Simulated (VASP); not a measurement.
Crystal: CuAu.

```
CELL_PARAMETERS angstrom
5.01363 0.00000 0.00000
-2.50682 4.34193 0.00000
0.00000 0.00000 4.04509
ATOMIC_POSITIONS crystal
Cu 0.50000 0.00000 0.00000
Cu 0.50000 0.50000 0.00000
Cu 0.00000 0.50000 0.00000
Au 0.00000 0.00000 0.00000
Au 0.33333 0.66667 0.50000
Au 0.66667 0.33333 0.50000
```

```yaml
Program: VASP 6.6.1
Task: relaxation of cell and atoms
Functional: PBE
Potentials_or_basis: VASP PAW PBE potentials, release 64 (Cu, Au)
Cutoff: 600 eV
k_mesh: 6 × 6 × 4
Occupations: gaussian, width 0.1 eV
Spin: no spin polarisation
```

At the start: pressure 24.4 GPa; volume 14.68 Å³/atom.

Task: How do energy, volume and symmetry change on relaxing?

Result: Over 9 steps the energy falls by 163.6 meV/atom and the volume is 17.10 Å³/atom (+16.5 %); space group P6/mmm (No. 191, to 0.1 Å) before and after.

The path:
```csv
step,energy change (eV),largest force (eV/Å),pressure (GPa),volume (Å³)
1,0.0000,0.0000,24.44,88.06
2,-0.2462,0.0000,-11.31,119.72
3,-0.9555,0.0000,-0.59,102.78
4,-0.9558,0.0000,-0.48,102.47
5,-0.9551,0.0000,-0.04,102.02
6,-0.9754,0.0000,0.45,101.80
7,-0.9809,0.0000,0.73,101.56
8,-0.9811,0.0000,0.61,101.60
9,-0.9817,0.0000,0.02,102.57
```

Final structure:
```xyz
6
Lattice="5.1853 0.0000 0.0000 -2.5927 4.4906 0.0000 0.0000 0.0000 4.4051" Properties=species:S:1:pos:R:3 pbc="T T T"
Cu    2.5927    0.0000    0.0000
Cu    1.2963    2.2453    0.0000
Cu    3.8890    2.2453    0.0000
Au    2.5927    4.4906    0.0000
Au    0.0000    2.9937    2.2025
Au    2.5927    1.4969    2.2025
```

Caveat: the k points lie up to 0.36 Å⁻¹ apart in the final cell, too coarse for converged energies and pressures of a metal; the volume moved by over 15 % at a fixed basis, so the end points are rough.
